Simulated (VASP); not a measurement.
# AlFe (Pm-3m) in VASP: further runs, part 2 of 2

VASP 6.6.1. The steps go on from the part before.

## 4. Single point, PBE, collinear spin, ferromagnetic start (volume scaled by 0.72)

Input file INCAR:

```
SYSTEM = AlFe
PREC = Accurate
ENCUT = 520
EDIFF = 1E-6
ISMEAR = -1
SIGMA = 0.1
LREAL = .FALSE.
LASPH = .TRUE.
NELM = 150
ALGO = Normal
ISIF = 2
LWAVE = .FALSE.
LCHARG = .FALSE.
ISPIN = 2
MAGMOM = 0 3
LORBIT = 11
LMAXMIX = 4
GGA = PE
NBANDS = 16
```

Input file KPOINTS:

```
regular mesh
0
G
  11 11 11
  0 0 0
```

Input file POSCAR:

```
AlFe
1.0
    2.6081775625      0.0000000000      0.0000000000
    0.0000000000      2.6081775625      0.0000000000
    0.0000000000      0.0000000000      2.6081775625
Al Fe
1 1
Direct
    0.0000000000      0.0000000000      0.0000000000
    0.5000000000      0.5000000000      0.5000000000
```

Potentials or basis: VASP PAW PBE potentials, release 64 (Al, Fe).

Run with:

```
> cat potpaw_PBE.64/Al/POTCAR potpaw_PBE.64/Fe/POTCAR > POTCAR
> mpirun -np 1 vasp_std > vasp.out
```

OUTCAR:

```text
SYSTEM = AlFe
   PREC = Accurate
   ENCUT = 520
   EDIFF = 1E-6
   ISMEAR = -1
   LREAL = .FALSE.
   LASPH = .TRUE.
   NELM = 150
   ISIF = 2
   ISPIN = 2
   LORBIT = 11
   GGA = PE

 ion  position               nearest neighbor table
   1  0.000  0.000  0.000-   2 2.26   2 2.26   2 2.26   2 2.26   2 2.26   2 2.26   2 2.26   2 2.26

   2  0.500  0.500  0.500-   1 2.26   1 2.26   1 2.26   1 2.26   1 2.26   1 2.26   1 2.26   1 2.26

  LATTYP: Found a simple cubic cell.
 ALAT       =     2.6081775625

  Lattice vectors:

 A1 = (   2.6081775625,   0.0000000000,   0.0000000000)
 A2 = (   0.0000000000,   2.6081775625,   0.0000000000)
 A3 = (   0.0000000000,   0.0000000000,   2.6081775625)

Analysis of symmetry for initial positions (statically):
=====================================================================
 Subroutine PRICEL returns:
 Original cell was already a primitive cell.

 Routine SETGRP: Setting up the symmetry group for a
 simple cubic supercell.

 Subroutine GETGRP returns: Found 48 space group operations
[... 9 lines left out ...]

[... 641 lines left out ...]
  band No.  band energies     occupation
      1      -0.6471      1.00000
      2       7.9022      1.00000
      3       7.9023      1.00000
      4      11.5800      0.07850
      5      11.5800      0.07849
      6      11.5800      0.07849
[... 435 lines left out ...]
      5      10.5841      0.99944
      6      11.4192      0.29829
[... 8 lines left out ...]
     15      35.4872      0.00000
     16      38.4286      0.00000

 [... further k-points ...]
[... 5 lines left out ...]
  --------------------------------------------------------------------------------------
  -------------------------------------------------------------------------------------
  Total       10.4575362     10.4575362     10.4575362     -0.0000000     -0.0000000      0.0000000
  in kB      944.3402383    944.3402383    944.3402383     -0.0000000     -0.0000000      0.0000000
  external PRESSURE =     944.3402383 kB  Pullay stress =       0.0000000 kB

 VOLUME and BASIS-vectors are now :
 -----------------------------------------------------------------------------
  energy-cutoff  :      520.00
  volume of cell :       17.74
      direct lattice vectors                 reciprocal lattice vectors
     2.608177562  0.000000000  0.000000000     0.383409479  0.000000000  0.000000000
     0.000000000  2.608177562  0.000000000     0.000000000  0.383409479  0.000000000
     0.000000000  0.000000000  2.608177562     0.000000000  0.000000000  0.383409479

 POSITION                                       TOTAL-FORCE (eV/Angst)
 -----------------------------------------------------------------------------------
      0.00000      0.00000      0.00000         0.000000      0.000000      0.000000
      1.30409      1.30409      1.30409         0.000000      0.000000      0.000000
 -----------------------------------------------------------------------------------
    total drift:                               -0.000000      0.000000     -0.000000

  FREE ENERGIE OF THE ION-ELECTRON SYSTEM (eV)
  ---------------------------------------------------
  free  energy   TOTEN  =       -11.2996537945 eV

  energy  without entropy=      -11.2343660531  energy(sigma->0) =      -11.26700992

 total charge

# of ion       s       p       d       tot
------------------------------------------
    1        0.459   0.599   0.000   1.058
    2        0.570   0.775   6.849   8.193
--------------------------------------------------
tot          1.029   1.374   6.849   9.251

 magnetization (x)

# of ion       s       p       d       tot
------------------------------------------
    1       -0.000   0.000   0.000   0.000
    2        0.000  -0.000  -0.000  -0.000
--------------------------------------------------
tot         -0.000   0.000  -0.000  -0.000
```

OSZICAR:

```text
N       E                     dE             d eps       ncg     rms          rms(c)
DAV:   1     0.352870758085E+02    0.35287E+02   -0.46696E+03  3712   0.765E+02
DAV:   2    -0.109652880352E+02   -0.46252E+02   -0.41656E+02  4368   0.155E+02
DAV:   3    -0.124671482447E+02   -0.15019E+01   -0.14907E+01  4304   0.285E+01
[... 11 lines left out ...]
DAV:  15    -0.112994536617E+02   -0.29183E-03   -0.85877E-04  4248   0.346E-01    0.739E-02
DAV:  16    -0.112995816650E+02   -0.12800E-03   -0.35628E-03  4328   0.700E-01    0.300E-02
DAV:  17    -0.112996507589E+02   -0.69094E-04   -0.29695E-04  5072   0.206E-01    0.142E-02
DAV:  18    -0.112996527832E+02   -0.20243E-05   -0.74613E-05  4488   0.103E-01    0.533E-03
DAV:  19    -0.112996538090E+02   -0.10257E-05   -0.99361E-06  4120   0.381E-02    0.413E-03
DAV:  20    -0.112996537945E+02    0.14436E-07   -0.14063E-06  2024   0.140E-02
   1 F= -.11299654E+02 E0= -.11267010E+02  d E =-.652877E-01  mag=     0.0001
```

stdout:

```text
POSCAR found type information on POSCAR AlFe
 POSCAR found :  2 types and       2 ions
 scaLAPACK will be used
 LDA part: xc-table for (Slater+PW92), standard interpolation
 POSCAR, INCAR and KPOINTS ok, starting setup
 FFT: planning ... GRIDC
 FFT: planning ... GRID_SOFT
 FFT: planning ... GRID
 WAVECAR not read
 entering main loop
```

Run time: 17 s. Hardware: 1 thread of Intel Xeon 6975P-C (Granite Rapids), shared host; peak memory 0.15 GiB.

Results:

```
Free energy                                           : -11.2997 eV
Pressure                                              : 94.4 GPa
Net moment                                            : 0.00 μB per cell
Valence electrons inside the program's atomic spheres : Al 1.06; Fe 8.19
```

Levels at points of the mesh, in eV from the Fermi level:
Spin up:
```
           k point  band 2  band 3  band 4  band 5  band 6  band 7  band 8  band 9  band 10  band 11
(0.00, 0.00, 0.00)   -3.43   -3.43    0.25    0.25    0.25    8.56    8.56    8.56    11.18    11.18
```
Spin down:
```csv
k point,band 2,band 3,band 4,band 5,band 6,band 7,band 8,band 9,band 10,band 11
"(0.00, 0.00, 0.00)",-3.43,-3.43,0.25,0.25,0.25,8.56,8.56,8.56,11.18,11.18
```

Caveat: the starting moments collapsed, and a magnetic state may lie lower.
